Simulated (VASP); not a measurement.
# Cr in VASP: further runs

The runs below take Cr through single point, with PBEsol.

All numbers are computed with VASP 6.6.1; they aren't measurements. Logs are shortened: lines on timing, memory, paths and dates and some standing lists are left out, and cuts for length are marked.

## (1) The cell of the first run

The structure is hexagonal, space group P6_3/mmc (No. 194). Conventional cell: a = 2.714 Å, b = 2.714 Å, c = 4.410 Å, α = 90.00°, β = 90.00°, γ = 120.00°. Within 3.6 Å of Cr (site symmetry -6m2) lie 12 Cr at 2.71 Å.

This isn't the form of Cr at room conditions, which is bcc.

## (2) Single point, PBEsol, collinear spin, ferromagnetic start

Contents of INCAR:

```
PREC     = Accurate       # precision mode
ENCUT    = 520            # plane-wave cutoff, eV
EDIFF    = 1E-6           # SCF threshold, eV
ISMEAR   = -1             # smearing method
SIGMA    = 0.05           # smearing width, eV
LREAL    = False          # projectors in reciprocal space
LASPH    = True           # aspherical terms in the spheres
NELM     = 150            # most SCF steps
ALGO     = Normal         # electronic algorithm
ISIF     = 2              # what is computed and relaxed
LWAVE    = False          # write WAVECAR
LCHARG   = False          # write CHGCAR
ISPIN    = 2              # spin polarisation
MAGMOM   = 4.5 4.5        # initial moments
LORBIT   = 11             # projections on sites
NUPDOWN  = 9.0            # fixed moment
LMAXMIX  = 4              # l up to which the mixer works
GGA      = PS             # functional
NBANDS   = 23             # bands
```

Contents of KPOINTS:

```
Automatic mesh
0
Gamma
  9 9 5
```

Contents of POSCAR:

```
Cr
1.0
    2.7140000000      0.0000000000      0.0000000000
   -1.3570000000      2.3503929459      0.0000000000
    0.0000000000      0.0000000000      4.4100000000
Cr
2
Direct
    0.6666666667      0.3333333333      0.7500000000
    0.3333333333      0.6666666667      0.2500000000
```

Potentials or basis: VASP PAW PBE potentials, release 64 (Cr_pv).

The run is started by

```sh
cat potpaw_PBE.64/Cr_pv/POTCAR > POTCAR
mpirun -np 1 vasp_std > vasp.out
```

OUTCAR:

```text
PREC = Accurate
   ENCUT = 520
   EDIFF = 1E-6
   ISMEAR = -1
   LREAL = False
   LASPH = True
   NELM = 150
   ISIF = 2
   ISPIN = 2
   LORBIT = 11
   NUPDOWN = 9.0
   GGA = PS

 ion  position               nearest neighbor table
   1  0.667  0.333  0.750-   2 2.71   2 2.71   2 2.71   2 2.71   2 2.71   2 2.71
   2  0.333  0.667  0.250-   1 2.71   1 2.71   1 2.71   1 2.71   1 2.71   1 2.71

  LATTYP: Found a hexagonal cell.
 ALAT       =     2.7140000000
 C/A-ratio  =     1.6249078850

  Lattice vectors:

 A1 = (   2.7140000000,   0.0000000000,   0.0000000000)
 A2 = (  -1.3570000000,   2.3503929459,   0.0000000000)
 A3 = (   0.0000000000,   0.0000000000,   4.4100000000)

Analysis of symmetry for initial positions (statically):
=====================================================================
 Subroutine PRICEL returns:
 Original cell was already a primitive cell.

 Routine SETGRP: Setting up the symmetry group for a
 hexagonal supercell.

 Subroutine GETGRP returns: Found 24 space group operations
 (whereof 12 operations were pure point group operations)
 out of a pool of 24 trial point group operations.

The static configuration has the point symmetry D_3d.
 The point group associated with its full space group is D_6h.

Analysis of symmetry for dynamics (positions and initial velocities):
=====================================================================
 Subroutine PRICEL returns:
 Original cell was already a primitive cell.

 Routine SETGRP: Setting up the symmetry group for a
 hexagonal supercell.

 Subroutine GETGRP returns: Found 24 space group operations
 (whereof 12 operations were pure point group operations)
 out of a pool of 24 trial point group operations.

The dynamic configuration has the point symmetry D_3d.
 The point group associated with its full space group is D_6h.

Analysis of structural, dynamic, and magnetic symmetry:
=====================================================================
 Subroutine PRICEL returns:
 Original cell was already a primitive cell.

 Routine SETGRP: Setting up the symmetry group for a
 hexagonal supercell.

 Subroutine GETGRP returns: Found 24 space group operations
[... 105 lines left out ...]
   LREAL  =      F    real-space projection
[... 7 lines left out ...]
   TEBEG  =    0.0;   TEEND  =   0.0 temperature during run
   PSTRESS=    0.0 pullay stress
   NELECT =      24.0000    total number of electrons
   NUPDOWN=       9.0000    fix difference up-down
   EMIN   =  10.00;   EMAX   =-10.00  energy-range for DOS
   EFERMI =   0.00;   METHOD = LEGACY
   ISMEAR =    -1;   SIGMA  =   0.05  broadening in eV -4-tet -1-fermi 0-gaus
   EFERMI_NEDOS =   21; number of points for ismear=-14 and -15
   IALGO  =     38    algorithm
   IMIX   =      4    mixing-type and parameters
     AMIX     =   0.40;   BMIX     =  1.00
     AMIX_MAG =   1.60;   BMIX_MAG =  1.00
  volume/ion in A,a.u.               =      14.07        94.92
  Fermi-wavevector in a.u.,A,eV,Ry     =   1.552681  2.934142 32.801180  2.410819
  Thomas-Fermi vector in A             =   2.657021
   LORBIT       =     11    0 simple, 1 ext, 2 COOP (PROOUT), +10 PAW based schemes
   GGA     = PS    functional components
   LHFCALC =     F    Hartree Fock is set to
   AEXX    =    0.0000 exact exchange contribution
   IVDW    =     0    specifies the selected vdW correction
   LEPSILON=     F    determine dielectric tensor
   LRPA    =     F    only Hartree local field effects (RPA)
 spin polarized calculation
  energy-cutoff  :      520.00
  volume of cell :       28.13
 maximum number of plane-waves:       770
   NGX = 11   NGY = 11   NGZ = 17

 number of electron      24.0000005 magnetization       9.0000002

 Free energy of the ion-electron system (eV)
  ---------------------------------------------------
  ext. energy  EPLUGINS =         0.00000000
  ---------------------------------------------------
  free energy    TOTEN  =       -15.29595569 eV

  energy without entropy =      -15.27499478  energy(sigma->0) =      -15.28547524

 E-fermi :   7.9308     XC(G=0): -12.3510

 val. band max:       10.2907793441   @ k =   0.2222   0.2222   0.4000
 cond. band min:       7.9322782997   @ k =   0.3333  -0.0000   0.2000
 fundamental gap:     -2.3585010445
 Fermi energy:        10.3283959318

 spin component 1

 k-point     1 :       0.0000    0.0000    0.0000
  band No.  band energies     occupation
      1     -34.6002      1.00000
      2     -34.1376      1.00000
      3     -34.1376      1.00000
      4     -34.0645      1.00000
      5     -34.0645      1.00000
      6     -34.0602      1.00000
[... 613 lines left out ...]
     22      18.1366      0.00000
     23      18.7351      0.00000

 [... further k-points ...]

 spin component 2

 k-point     1 :       0.0000    0.0000    0.0000
  band No.  band energies     occupation
      1     -30.8606      1.00000
      2     -30.3835      1.00000
      3     -30.3835      1.00000
      4     -30.3072      1.00000
      5     -30.3072      1.00000
      6     -30.2843      1.00000
[... 613 lines left out ...]
     22      20.9211      0.00000
     23      21.7132      0.00000

 [... further k-points ...]
[... 5 lines left out ...]
  --------------------------------------------------------------------------------------
  -------------------------------------------------------------------------------------
  Total        7.7655920      7.7655920      8.4029182      0.0000000      0.0000000      0.0000000
  in kB      442.2789240    442.2789240    478.5769843      0.0000000      0.0000000      0.0000000
  external PRESSURE =     454.3782775 kB  Pullay stress =       0.0000000 kB

 VOLUME and BASIS-vectors are now :
 -----------------------------------------------------------------------------
  energy-cutoff  :      520.00
  volume of cell :       28.13
      direct lattice vectors                 reciprocal lattice vectors
     2.714000000  0.000000000  0.000000000     0.368459838  0.212730387  0.000000000
    -1.357000000  2.350392946  0.000000000     0.000000000  0.425460773  0.000000000
     0.000000000  0.000000000  4.410000000     0.000000000  0.000000000  0.226757370

 POSITION                                       TOTAL-FORCE (eV/Angst)
 -----------------------------------------------------------------------------------
      1.35700      0.78346      3.30750        -0.000000      0.000000      0.000000
     -0.00000      1.56693      1.10250         0.000000     -0.000000      0.000000
 -----------------------------------------------------------------------------------
    total drift:                               -0.000000      0.000000     -0.000000

  FREE ENERGIE OF THE ION-ELECTRON SYSTEM (eV)
  ---------------------------------------------------
  free  energy   TOTEN  =       -15.2959556890 eV

  energy  without entropy=      -15.2749947812  energy(sigma->0) =      -15.28547524

 total charge

# of ion       s       p       d       tot
------------------------------------------
    1        0.365   6.265   4.213  10.844
    2        0.365   6.265   4.213  10.844
--------------------------------------------------
tot          0.731  12.531   8.427  21.689

 magnetization (x)

# of ion       s       p       d       tot
------------------------------------------
    1        0.020   0.168   3.802   3.990
    2        0.020   0.168   3.802   3.990
--------------------------------------------------
tot          0.041   0.335   7.604   7.980
```

OSZICAR:

```text
N       E                     dE             d eps       ncg     rms          rms(c)
DAV:   1     0.261578988498E+03    0.26158E+03   -0.13596E+04  3320   0.126E+03
DAV:   2    -0.711472068299E+01   -0.26869E+03   -0.25903E+03  3340   0.379E+02
DAV:   3    -0.151502090216E+02   -0.80355E+01   -0.79790E+01  4054   0.781E+01
DAV:   4    -0.152264362581E+02   -0.76227E-01   -0.76066E-01  3928   0.744E+00
DAV:   5    -0.152274460937E+02   -0.10098E-02   -0.10090E-02  3557   0.826E-01    0.118E+01
DAV:   6    -0.150736738039E+02    0.15377E+00   -0.11379E+00  3718   0.102E+01    0.540E+00
DAV:   7    -0.152727136274E+02   -0.19904E+00   -0.35925E-01  3774   0.628E+00    0.305E+00
DAV:   8    -0.152959727245E+02   -0.23259E-01   -0.28031E-02  3697   0.158E+00    0.157E+00
DAV:   9    -0.152961553762E+02   -0.18265E-03   -0.59851E-03  3809   0.820E-01    0.588E-01
DAV:  10    -0.152958783715E+02    0.27700E-03   -0.30350E-04  3837   0.173E-01    0.733E-02
DAV:  11    -0.152959535079E+02   -0.75136E-04   -0.42069E-05  3557   0.536E-02    0.218E-02
DAV:  12    -0.152959563431E+02   -0.28351E-05   -0.72195E-06  3774   0.190E-02    0.998E-03
DAV:  13    -0.152959556890E+02    0.65412E-06   -0.16224E-06  3278   0.112E-02
   1 F= -.15295956E+02 E0= -.15285475E+02  d E =-.209609E-01  mag=     9.0000
```

It took 21 s on 1 thread of Intel Xeon Platinum 8559C (Emerald Rapids), shared host; peak memory 0.16 GiB.

Results:

```yaml
Free_energy: -15.2960 eV
Pressure: 45.4 GPa
Net_moment: 9.00 μB per cell
Site_moments: Cr +3.99 μB
Valence_electrons_inside_the_program's_atomic_spheres: Cr 10.84
```

Caveat: the cell stands under pressure; the PAW data sets were made with another functional, which shifts forces and pressure a little; the total moment is fixed, so each spin has its own Fermi level and the state may be an excited one.

## (3) Single point, PBEsol, collinear spin, ferromagnetic start

INCAR, as its differences from that of step 2:

```diff
@@ -2,3 +2,3 @@
 ENCUT    = 520            # plane-wave cutoff, eV
-EDIFF    = 1E-6           # SCF threshold, eV
+EDIFF    = 1E-7           # SCF threshold, eV
 ISMEAR   = -1             # smearing method
@@ -13,5 +13,5 @@
 ISPIN    = 2              # spin polarisation
-MAGMOM   = 4.5 4.5        # initial moments
+MAGMOM   = 6 6            # initial moments
 LORBIT   = 11             # projections on sites
-NUPDOWN  = 9.0            # fixed moment
+NUPDOWN  = 12.0           # fixed moment
 LMAXMIX  = 4              # l up to which the mixer works
```

Contents of KPOINTS:

```
regular mesh
0
Gamma
  9 9 5
```

POSCAR is that of step 2.

Potentials or basis: VASP PAW PBE potentials, release 64 (Cr_pv).

The run is started by

```sh
cat potpaw_PBE.64/Cr_pv/POTCAR > POTCAR
mpirun -np 1 vasp_std > vasp.out
```

OUTCAR:

```text
PREC = Accurate
   ENCUT = 520
   EDIFF = 1E-7
   ISMEAR = -1
   LREAL = False
   LASPH = True
   NELM = 150
   ISIF = 2
   ISPIN = 2
   LORBIT = 11
   NUPDOWN = 12.0
   GGA = PS

 ion  position               nearest neighbor table
   1  0.667  0.333  0.750-   2 2.71   2 2.71   2 2.71   2 2.71   2 2.71   2 2.71
   2  0.333  0.667  0.250-   1 2.71   1 2.71   1 2.71   1 2.71   1 2.71   1 2.71

  LATTYP: Found a hexagonal cell.
 ALAT       =     2.7140000000
 C/A-ratio  =     1.6249078850

[... 1467 lines left out ...]
  external PRESSURE =    1014.7140944 kB  Pullay stress =       0.0000000 kB

 VOLUME and BASIS-vectors are now :
 -----------------------------------------------------------------------------
  energy-cutoff  :      520.00
  volume of cell :       28.13
      direct lattice vectors                 reciprocal lattice vectors
     2.714000000  0.000000000  0.000000000     0.368459838  0.212730387  0.000000000
    -1.357000000  2.350392946  0.000000000     0.000000000  0.425460773  0.000000000
     0.000000000  0.000000000  4.410000000     0.000000000  0.000000000  0.226757370

 POSITION                                       TOTAL-FORCE (eV/Angst)
 -----------------------------------------------------------------------------------
      1.35700      0.78346      3.30750         0.000000     -0.000000      0.000000
     -0.00000      1.56693      1.10250        -0.000000      0.000000     -0.000000
 -----------------------------------------------------------------------------------
    total drift:                               -0.000000      0.000000     -0.000000

  FREE ENERGIE OF THE ION-ELECTRON SYSTEM (eV)
  ---------------------------------------------------
  free  energy   TOTEN  =        -7.8013824058 eV

  energy  without entropy=       -7.8012004456  energy(sigma->0) =       -7.80129143

 total charge

# of ion       s       p       d       tot
------------------------------------------
    1        0.220   6.337   4.419  10.975
    2        0.220   6.337   4.419  10.975
--------------------------------------------------
tot          0.440  12.673   8.838  21.951

 magnetization (x)

# of ion       s       p       d       tot
------------------------------------------
    1        0.220   0.364   4.418   5.001
    2        0.220   0.364   4.418   5.001
--------------------------------------------------
tot          0.439   0.727   8.836  10.002
```

OSZICAR:

```text
N       E                     dE             d eps       ncg     rms          rms(c)
DAV:   1     0.283079505365E+03    0.28308E+03   -0.13935E+04  3320   0.127E+03
DAV:   2     0.271773667242E+01   -0.28036E+03   -0.27380E+03  3354   0.388E+02
DAV:   3    -0.545519959088E+01   -0.81729E+01   -0.81419E+01  4026   0.792E+01
DAV:   4    -0.552994842036E+01   -0.74749E-01   -0.74565E-01  3947   0.736E+00
DAV:   5    -0.553094010803E+01   -0.99169E-03   -0.99163E-03  3522   0.815E-01    0.204E+01
DAV:   6    -0.480126340505E+01    0.72968E+00   -0.38323E+00  3669   0.198E+01    0.106E+01
DAV:   7    -0.752319378225E+01   -0.27219E+01   -0.51198E-01  3669   0.699E+00    0.499E+00
DAV:   8    -0.780291724203E+01   -0.27972E+00   -0.12777E-01  3606   0.340E+00    0.215E+00
DAV:   9    -0.780526656232E+01   -0.23493E-02   -0.49342E-03  3466   0.647E-01    0.368E-01
DAV:  10    -0.780163500223E+01    0.36316E-02   -0.94774E-03  3585   0.959E-01    0.109E-01
DAV:  11    -0.780140374034E+01    0.23126E-03   -0.23971E-04  3515   0.157E-01    0.162E-02
DAV:  12    -0.780139048560E+01    0.13255E-04   -0.14176E-05  3873   0.365E-02    0.774E-03
DAV:  13    -0.780138223878E+01    0.82468E-05   -0.65398E-06  3578   0.249E-02    0.396E-03
DAV:  14    -0.780138240406E+01   -0.16527E-06   -0.98919E-07  3767   0.107E-02    0.545E-04
DAV:  15    -0.780138240583E+01   -0.17681E-08   -0.78393E-09  2806   0.885E-04
   1 F= -.78013824E+01 E0= -.78012914E+01  d E =-.181960E-03  mag=    12.0000
```

stdout:

```text
POSCAR found type information on POSCAR Cr
 POSCAR found :  1 types and       2 ions
 scaLAPACK will be used
 -----------------------------------------------------------------------------
|                                                                             |
|                                                                             |
|     You enforced a specific xc type in the INCAR file but a different       |
|     I HOPE YOU KNOW WHAT YOU ARE DOING!                                     |
|                                                                             |
 -----------------------------------------------------------------------------

 LDA part: xc-table for (Slater+PW92), standard interpolation
 POSCAR, INCAR and KPOINTS ok, starting setup
 FFT: planning ... GRIDC
 FFT: planning ... GRID_SOFT
 FFT: planning ... GRID
 WAVECAR not read
 entering main loop
```

Run time: 24 s. Hardware: 1 thread of Intel Xeon Platinum 8559C (Emerald Rapids), shared host; peak memory 0.16 GiB.

What came out:

```
Free energy                                           : -7.8014 eV
Pressure                                              : 101.5 GPa
Net moment                                            : 12.00 μB per cell
Site moments                                          : Cr +5.00 μB
Valence electrons inside the program's atomic spheres : Cr 10.97
```

Caveat: the cell stands under pressure; the PAW data sets were made with another functional, which shifts forces and pressure a little; the total moment is fixed, so each spin has its own Fermi level and the state may be an excited one.

## (4) Single point, PBEsol, collinear spin, ferromagnetic start

Contents of INCAR:

```
ALGO = Normal
EDIFF = 1E-7
ENCUT = 520
GGA = PS
ISIF = 2
ISMEAR = -1
ISPIN = 2
LASPH = T
LCHARG = T
LELF = T
LMAXMIX = 4
LORBIT = 11
LREAL = F
LVHAR = T
LWAVE = F
MAGMOM = 3 3
NBANDS = 23
NELM = 150
PREC = Accurate
SIGMA = 0.05
```

Contents of KPOINTS:

```
k-points
0
Gamma
  9 9 5
```

POSCAR is that of step 3.

The run is started by

```sh
cat potpaw_PBE.64/Cr_pv/POTCAR > POTCAR
mpirun -np 1 vasp_std > vasp.out
```

It took 27 s on 1 thread of Intel Xeon Platinum 8559C (Emerald Rapids), shared host; peak memory 0.16 GiB.

The run converged. Its results:

```
Free energy                                           : -18.9110 eV
Pressure                                              : -32.3 GPa
Net moment                                            : 1.62 μB per cell
Site moments                                          : Cr +0.75 μB
Valence electrons inside the program's atomic spheres : Cr 10.71
```

Stress tensor (GPa, compression positive):
```
-34.02   0.00   0.00
  0.00 -34.02   0.00
  0.00   0.00 -28.72
```

Levels at points of the mesh, in eV from the Fermi level:
Spin up:
| k point | band 11 | band 12 | band 13 | band 14 | band 15 | band 16 |
| --- | --- | --- | --- | --- | --- | --- |
| (0.00, 0.00, 0.00) | -0.57 | -0.26 | -0.26 | 0.20 | 0.20 | 0.43 |
Spin down:
```csv
k point,band 7,band 8,band 9,band 10,band 11,band 12,band 13,band 14,band 15,band 16
"(0.00, 0.00, 0.00)",-6.83,-3.10,-0.01,0.06,0.06,0.44,0.44,0.69,0.93,0.93
```

Caveat: the stress differs along the axes, from -34 to -29 GPa; an empty level that is flat over the whole mesh can mark a ghost state of the potentials, or a narrow d or f band; the PAW data sets were made with another functional, which shifts forces and pressure a little.

## (5) Single point, PBEsol, collinear spin, ferromagnetic start

Contents of INCAR:

```
SYSTEM = Cr
  PREC = Accurate
  ENCUT = 520
  EDIFF = 1E-6
  ISMEAR = -1
  SIGMA = 0.05
  LREAL = .FALSE.
  LASPH = .TRUE.
  NELM = 150
  ALGO = Normal
  ISIF = 2
  LWAVE = .FALSE.
  LCHARG = .FALSE.
  ISPIN = 2
  MAGMOM = 3 3
  LORBIT = 11
  LMAXMIX = 4
  GGA = PS
  NBANDS = 23
```

Contents of KPOINTS:

```
regular mesh
0
G
  9 9 5
  0 0 0
```

Contents of POSCAR:

```
Cr
1.0
    2.7140000000     -0.0271400000      0.0000000000
   -1.3805039295      2.3639629459      0.0000000000
    0.0000000000      0.0000000000      4.4100000000
Cr
2
Direct
    0.6666666667      0.3333333333      0.7500000000
    0.3333333333      0.6666666667      0.2500000000
```

The run is started by

```sh
cat potpaw_PBE.64/Cr_pv/POTCAR > POTCAR
mpirun -np 1 vasp_std > vasp.out
```

Run time: 77 s. Hardware: 1 thread of Intel Xeon Platinum 8559C (Emerald Rapids), shared host; peak memory 0.22 GiB.

It converged, with:

```
Free energy                                           : -18.9132 eV
Pressure                                              : -32.5 GPa
Largest force                                         : 0.044 eV/Å
Net moment                                            : 1.52 μB per cell
Site moments                                          : Cr +0.70 μB
Valence electrons inside the program's atomic spheres : Cr 10.71
```

Forces in eV/Å, atoms in the order of the input:
```
Cr  -0.044 -0.001  0.000
Cr   0.044  0.001  0.000
```

Stress tensor (GPa, compression positive):
```
-34.44  -0.99   0.00
 -0.99 -34.44   0.00
  0.00   0.00 -28.61
```

Levels at points of the mesh, in eV from the Fermi level:
Spin up:
| k point | band 11 | band 12 | band 13 | band 14 | band 15 | band 16 |
| --- | --- | --- | --- | --- | --- | --- |
| (0.00, 0.00, 0.00) | -0.51 | -0.32 | -0.15 | 0.19 | 0.24 | 0.44 |
Spin down:
| k point | band 7 | band 8 | band 9 | band 10 | band 11 | band 12 | band 13 | band 14 | band 15 | band 16 |
| --- | --- | --- | --- | --- | --- | --- | --- | --- | --- | --- |
| (0.00, 0.00, 0.00) | -6.83 | -3.11 | -0.09 | -0.03 | 0.16 | 0.31 | 0.53 | 0.69 | 0.88 | 0.94 |

Caveat: the stress differs along the axes, from -34 to -29 GPa; an empty level that is flat over the whole mesh can mark a ghost state of the potentials, or a narrow d or f band; the PAW data sets were made with another functional, which shifts forces and pressure a little.

[end of part 1 of 2]
